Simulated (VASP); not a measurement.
**BN: single point with PBE**

Crystal: BN.

```
CELL_PARAMETERS angstrom
0.00000 1.75374 1.88615
1.88615 0.00000 1.88615
1.88615 1.75374 0.00000
ATOMIC_POSITIONS crystal
B 0.00000 0.00000 0.00000
N 0.75000 0.75000 0.75000
```

This cell differs from its parent crystal: volume 6.239 Å^3 an atom, c/a of the conventional cell 0.9298.

```yaml
Program: VASP 6.6.1
Task: single point
Functional: PBE
Potentials_or_basis: VASP PAW PBE potentials, release 64 (B, N)
Cutoff: 520 eV
k_mesh: 12 × 12 × 12
Occupations: gaussian, width 0.05 eV
Spin: no spin polarisation
```

* Pressure: -16.0 GPa
* Band gap on the k mesh: 3.26 eV, indirect (least direct gap 7.86 eV)

Stress tensor (GPa, compression positive):
```
-28.74   0.00   0.00
  0.00   9.61   0.00
  0.00   0.00 -28.74
```

Levels at points of the mesh, in eV from the valence-band top:
```
           k point  band 1  band 2  band 3  band 4  band 5  band 6  band 7  band 8  band 9
(0.00, 0.00, 0.00)  -20.03   -0.62   -0.62    0.00    7.86    8.36    8.36    9.03   23.36
(0.50, 0.00, 0.00)  -16.05  -10.59   -2.74   -1.75    8.32    9.62   11.02   14.31   22.16
(0.50, 0.50, 0.00)  -15.02   -9.31   -4.71   -4.69    4.41    9.10   15.95   16.89   18.89
(0.50, 0.00, 0.50)  -14.26   -8.28   -5.64   -5.64    3.26    7.40   16.75   16.75   20.37
```

Wall time 11 s on 1 thread of Intel Xeon 6975P-C, with other jobs on the host, peak memory 0.13 GiB.

 A k mesh can miss the band edges.
